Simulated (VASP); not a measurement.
Set up this calculation in VASP 6.6.1, as the native input.

```
Task                   : single point
Functional             : LDA
Potentials or basis    : VASP PAW LDA potentials, release 64 (C, Cl, H)
Cutoff                 : 520 eV
k mesh                 : 1 × 1 × 1
Occupations            : fermi-dirac, width 0.02 eV
Spin                   : no spin polarisation
Dipole correction      : no
Further INCAR settings : LREAL = Auto; ALGO = Normal; EDIFF = 1e-07; NBANDS = 82
```

The structure of H3CCl lies in POSCAR:

```
H3CCl
1.0
    8.3815160000      0.0000000000      0.0000000000
    0.0000000000      8.3815160000      0.0000000000
    0.0000000000      0.0000000000      8.3815160000
C Cl H
8 8 24
Direct
    0.4540944621      0.1844535046      0.7305003057
    0.7275652758      0.7829251892      0.3423724300
    0.0695816843      0.2357568726      0.8871306814
    0.0065739897      0.6297548081      0.8512899098
    0.6105458726      0.5268259346     -0.0225973440
    1.1003498651      0.2182779344      0.4123597688
    0.3508911753      0.8703079491      0.0110361896
    0.6676715764      0.1337586184      0.2513149173
    0.6430101667      0.0986814319      0.7760052000
    0.8527454938      0.7733087904      0.1876987409
   -0.0131360484      0.1667359461      1.0569686916
    0.1272442837      0.7562474378      0.7373964328
    0.4250424386      0.4733511217      0.0591420454
    1.1410704221      0.3893687013      0.5639194628
    0.2494417478      0.7866834592      0.1768415165
    0.6012635423      0.3223283234      0.3113517889
    0.4434162030      0.1890230837      0.6019913343
    0.3549238586      0.1388650931      0.8158786549
    0.4423782046      0.3238316314      0.7541475790
    0.5934487269      0.7965026852      0.3171741246
    0.7318962345      0.6704634341      0.4075157764
    0.7381719488      0.8975941822      0.4205802387
   -0.0056672325      0.3163628155      0.8435347496
    0.1833797132      0.2664434453      0.9297124768
    0.0969752966      0.1597563018      0.7865164250
   -0.1044799055      0.5670931130      0.7949755152
    0.0814530450      0.5270287619      0.8762018709
   -0.0595715620      0.6966520138      0.9360836393
    0.6846971359      0.5622013965      0.0716934741
    0.6461360928      0.4257344375     -0.0854141423
    0.5994619589      0.6227870948     -0.1014852206
    1.0931196695      0.2863443797      0.3071640023
    1.2282503547      0.2079456747      0.3835105726
    1.0215097126      0.1286402126      0.4335731149
    0.4821204183      0.8858659937      0.0383104918
    0.3394493311      0.8021937797     -0.0999341885
    0.2797107349      0.9880193512     -0.0311399513
    0.5930430724      0.1004472222      0.1350590991
    0.7959896515      0.1561531351      0.1910871494
    0.6992410442      0.0558132920      0.3597917131
```

One way to write it, as run:

INCAR

```
PREC = Accurate
ENCUT = 520
EDIFF = 1E-7
ISMEAR = -1
SIGMA = 0.02
LREAL = Auto
LASPH = True
NELM = 80
ALGO = Normal
ISIF = 2
LWAVE = False
LCHARG = False
NBANDS = 82
```

KPOINTS

```
regular mesh
0
Gamma
  1 1 1
```

Potentials or basis: VASP PAW LDA potentials, release 64 (C, Cl, H).

The run is started by

```sh
$ cat potpaw_LDA.64/C/POTCAR potpaw_LDA.64/Cl/POTCAR potpaw_LDA.64/H/POTCAR > POTCAR
$ mpirun -np 1 vasp_gam > vasp.out
```

It gave:

The pressure is 1.0 GPa. The largest force is 6.496 eV/Å and the band gap on the k mesh is 4.12 eV.

Caveat: the k points lie up to 0.75 Å⁻¹ apart.

It used 370 s of CPU time on 1 thread of AMD EPYC 7R13 Processor (Zen 3) (shared host).
